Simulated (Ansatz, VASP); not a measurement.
# Al2TlGa2B5Sb10 in VASP and in Ansatz

```
B Al Ga Sb Tl
1.0
     2.93932    2.93884    5.78059
    -2.87322   -2.87926    5.71709
     8.69956   -5.76735    2.89438
B Al Ga Sb Tl
5 2 2 10 1
Direct
  0.61118 0.99685 0.79323
  0.29566 0.50355 0.38415
  0.78668 0.99783 0.42631
  0.69885 0.49837 0.60133
  0.51240 0.50218 0.98930
  0.99333 0.00153 0.01743
  0.88903 0.49989 0.22356
  0.20790 0.99523 0.59387
  0.40010 0.00348 0.19424
  0.59671 0.86111 0.60881
  0.52734 0.35552 0.79752
  0.94044 0.90587 0.80529
  0.41009 0.85734 0.97346
  0.76032 0.89082 0.24240
  0.63792 0.36233 0.43103
  0.15290 0.85612 0.39683
  0.06244 0.38373 0.55171
  0.83841 0.39502 0.01274
  0.29918 0.40116 0.18485
  0.12035 0.48896 0.77851
```

Alike in both runs: functional PBE; k mesh 3 × 3 × 2; occupations gaussian, width 0.1 eV; no spin polarisation.

Ansatz relaxed the structure, and its values are those at the end. VASP's run is a single point on that final structure, the one shown.

```csv
,VASP,Ansatz
version,VASP 6.6.1,Ansatz 0.2.0
potentials or method,"VASP PAW PBE potentials, release 64 (B, Al, Ga_d, Sb, Tl_d), cutoff 520 eV","scalar-relativistic, plane waves, PAW"
valence electrons in the cell,110,210
```

Ansatz gave:

- gap on the k mesh at the Fermi level (eV): 0.18
- least direct gap on the mesh (eV): 0.18
- pressure (GPa): 0.0
- rms of the force components (eV/Å): 0.008

Question: What did VASP give for the same quantities?

Answer: gap on the k mesh at the Fermi level (eV): 0.18; least direct gap on the mesh (eV): 0.18; pressure (GPa): 0.2; rms of the force components (eV/Å): 0.014.

The functional is the same, so the differences come from potentials, cutoffs and numerics. VASP's potentials hold 110 valence electrons a cell and Ansatz's 210, so a difference there can come from the potentials and not from the codes.

Spin-orbit coupling is off throughout.
